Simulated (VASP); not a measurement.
# TePt (P6_3/mmc) in VASP: further runs, part 2 of 2

VASP 6.6.1. Earlier steps stand in the parts before.

### 3 Single point, LDA, collinear spin (21.84 Å³/atom)

This run uses another cell than the first one, of 21.84 Å³/atom.

Input file INCAR:

```
PREC = Accurate ; ENCUT = 520
EDIFF = 1E-6 ; ISMEAR = 0
SIGMA = 0.15 ; LREAL = F
LASPH = T ; NELM = 150
ALGO = Normal ; ISIF = 2
LWAVE = F ; LCHARG = F
ISPIN = 2 ; MAGMOM = 0 0 0.188 0.188
LORBIT = 11 ; NUPDOWN = 0.375
LMAXMIX = 4 ; GGA = CA
NBANDS = 28
```

Input file KPOINTS:

```
Automatic mesh
0
Gamma
  12 12 8
```

Input file POSCAR:

```
TePt
1.0
    4.2535368066      0.0000000000      0.0000000000
   -2.1267684033      3.6836709304      0.0000000000
    0.0000000000      0.0000000000      5.5764926886
Te Pt
2 2
Direct
    0.3333333333      0.6666666667      0.2500000000
    0.6666666667      0.3333333333      0.7500000000
    0.0000000000      0.0000000000      0.0000000000
    0.0000000000      0.0000000000      0.5000000000
```

Potentials or basis: VASP PAW LDA potentials, release 64 (Te, Pt).

The run is started by

```sh
$ cat potpaw_LDA.64/Te/POTCAR potpaw_LDA.64/Pt/POTCAR > POTCAR
$ mpirun -np 1 vasp_std > vasp.out
```

OUTCAR:

```text
PREC = Accurate
   ENCUT = 520
   EDIFF = 1E-6
   ISMEAR = 0
   LREAL = F
   LASPH = T
   NELM = 150
   ISIF = 2
   ISPIN = 2
   LORBIT = 11
   NUPDOWN = 0.375
   GGA = CA

 ion  position               nearest neighbor table
   1  0.333  0.667  0.250-   3 2.82   4 2.82   3 2.82   4 2.82   3 2.82   4 2.82
   2  0.667  0.333  0.750-   3 2.82   4 2.82   3 2.82   4 2.82   3 2.82   4 2.82
   3  0.000  0.000  0.000-   4 2.79   4 2.79   1 2.82   2 2.82   1 2.82   2 2.82   2 2.82   1 2.82

   4  0.000  0.000  0.500-   3 2.79   3 2.79   1 2.82   2 2.82   1 2.82   2 2.82   2 2.82   1 2.82

[... 1724 lines left out ...]
     4.253536807  0.000000000  0.000000000     0.235098471  0.135734166  0.000000000
    -2.126768403  3.683670930  0.000000000     0.000000000  0.271468331  0.000000000
     0.000000000  0.000000000  5.576492689     0.000000000  0.000000000  0.179324184

 POSITION                                       TOTAL-FORCE (eV/Angst)
 -----------------------------------------------------------------------------------
     -0.00000      2.45578      1.39412         0.000000      0.000000      0.000000
      2.12677      1.22789      4.18237        -0.000000     -0.000000      0.000000
      0.00000      0.00000      0.00000         0.000000      0.000000      0.000000
      0.00000      0.00000      2.78825         0.000000      0.000000      0.000000
 -----------------------------------------------------------------------------------
    total drift:                               -0.000000      0.000000      0.000000

  FREE ENERGIE OF THE ION-ELECTRON SYSTEM (eV)
  ---------------------------------------------------
  free  energy   TOTEN  =       -23.4283380612 eV

  energy  without entropy=      -23.4037834441  energy(sigma->0) =      -23.41606075

 total charge

# of ion       s       p       d       tot
------------------------------------------
    1        1.420   1.774   0.097   3.291
    2        1.420   1.774   0.097   3.291
    3        0.617   0.485   8.200   9.303
    4        0.617   0.485   8.200   9.303
--------------------------------------------------
tot          4.075   4.519  16.594  25.188

 magnetization (x)

# of ion       s       p       d       tot
------------------------------------------
    1        0.008   0.042   0.002   0.052
    2        0.008   0.042   0.002   0.052
    3        0.004   0.011   0.081   0.096
    4        0.004   0.011   0.081   0.096
--------------------------------------------------
tot          0.024   0.107   0.166   0.297
```

OSZICAR:

```text
N       E                     dE             d eps       ncg     rms          rms(c)
DAV:   1     0.158405008774E+03    0.15841E+03   -0.13430E+04 10688   0.989E+02
DAV:   2    -0.163483489772E+02   -0.17475E+03   -0.16092E+03 12224   0.208E+02
DAV:   3    -0.237703303453E+02   -0.74220E+01   -0.72492E+01 12844   0.402E+01
DAV:   4    -0.238644352074E+02   -0.94105E-01   -0.94037E-01 12124   0.502E+00
DAV:   5    -0.238665178145E+02   -0.20826E-02   -0.20826E-02 12088   0.728E-01    0.202E+01
DAV:   6    -0.235360726979E+02    0.33045E+00   -0.70520E-01 11776   0.594E+00    0.119E+01
DAV:   7    -0.234574701447E+02    0.78603E-01   -0.15221E-01 11028   0.291E+00    0.307E+00
DAV:   8    -0.234293075521E+02    0.28163E-01   -0.84663E-02 11324   0.217E+00    0.128E+00
DAV:   9    -0.234291838466E+02    0.12371E-03   -0.40441E-03 11892   0.313E-01    0.686E-01
DAV:  10    -0.234284009396E+02    0.78291E-03   -0.36409E-03 11152   0.336E-01    0.211E-01
DAV:  11    -0.234283372509E+02    0.63689E-04   -0.15939E-04 11636   0.830E-02    0.581E-02
DAV:  12    -0.234283380612E+02   -0.81035E-06   -0.96521E-06 12420   0.173E-02
   1 F= -.23428338E+02 E0= -.23416061E+02  d E =-.245546E-01  mag=     0.3750
```

stdout:

```text
POSCAR found type information on POSCAR TePt
 POSCAR found :  2 types and       4 ions
 scaLAPACK will be used
 LDA part: xc-table for (Slater(with rela. corr.)+CA(PZ))
 , standard interpolation
 POSCAR, INCAR and KPOINTS ok, starting setup
 FFT: planning ... GRIDC
 FFT: planning ... GRID_SOFT
 FFT: planning ... GRID
 WAVECAR not read
 entering main loop
```

Wall time 6.7 min (1 thread of Intel Xeon 8259CL, shared host); peak memory 0.43 GiB.

What came out:

| Item | Value |
| --- | --- |
| Free energy | -23.4283 eV |
| Pressure | -4.9 GPa |
| Net moment | 0.37 μB per cell |
| Site moments | Te +0.05; Pt +0.10 μB |
| Valence electrons inside the program's atomic spheres | Te 3.29; Pt 9.30 |

Caveat: the cell stands under tension; the total moment is fixed, so each spin has its own Fermi level.

### 4 Single point, LDA, collinear spin (18.48 Å³/atom)

This run uses another cell than the first one, of 18.48 Å³/atom.

Input file INCAR:

```
PREC = Accurate ; ENCUT = 520
EDIFF = 1E-6 ; ISMEAR = 0
SIGMA = 0.15 ; LREAL = False
LASPH = True ; NELM = 150
ALGO = Normal ; ISIF = 2
LWAVE = False ; LCHARG = False
ISPIN = 2 ; MAGMOM = 0 0 0.438 0.438
LORBIT = 11 ; NUPDOWN = 0.875
LMAXMIX = 4 ; NBANDS = 28
```

KPOINTS is that of step 3.

Input file POSCAR:

```
TePt
1.0
    4.0231984860      0.0000000000      0.0000000000
   -2.0115992430      3.4841920933      0.0000000000
    0.0000000000      0.0000000000      5.2745134137
Te Pt
2 2
Direct
    0.3333333333      0.6666666667      0.2500000000
    0.6666666667      0.3333333333      0.7500000000
    0.0000000000      0.0000000000      0.0000000000
    0.0000000000      0.0000000000      0.5000000000
```

The run is started by

```sh
$ cat potpaw_LDA.64/Te/POTCAR potpaw_LDA.64/Pt/POTCAR > POTCAR
$ mpirun -np 1 vasp_std > vasp.out
```

Run time: 2.7 min. Hardware: 1 thread of Intel Xeon Platinum 8488C (Sapphire Rapids), shared host; peak memory 0.37 GiB.

The run converged. Its results:

| Item | Value |
| --- | --- |
| Free energy | -22.5919 eV |
| Pressure | 26.5 GPa |
| Net moment | 0.88 μB per cell |
| Site moments | Te +0.14; Pt +0.22 μB |
| Valence electrons inside the program's atomic spheres | Te 3.45; Pt 9.73 |

Stress tensor (GPa, compression positive):
```
25.92  0.00  0.00
 0.00 25.92  0.00
 0.00  0.00 27.81
```

Caveat: the cell stands under pressure; the total moment is fixed, so each spin has its own Fermi level.

### 5 Overview

```csv
fixed moment (μB),cell,pressure (GPa),moment (μB)
0.5,"a = 4.307, b = 4.307, c = 5.647 Å, angles 90.0, 90.0, 120.0°, 4 atoms",-8.9,0.50
0.375,"a = 4.254, b = 4.254, c = 5.576 Å, angles 90.0, 90.0, 120.0°, 4 atoms",-4.9,0.37
0.875,"a = 4.023, b = 4.023, c = 5.275 Å, angles 90.0, 90.0, 120.0°, 4 atoms",26.5,0.88
```

Alike in all rows: task single point; level LDA; potentials or basis VASP PAW LDA potentials, release 64 (Te, Pt); spin collinear; k mesh 12 × 12 × 8; cutoff (eV) 520; smearing gaussian 0.15 eV.

Caveats: the total moment is fixed, so each spin has its own Fermi level; the cell stands under tension (at least some runs); the cell stands under pressure (at least some runs).

Total energies depend on the potentials used, so only differences within one code and one set of settings carry meaning.
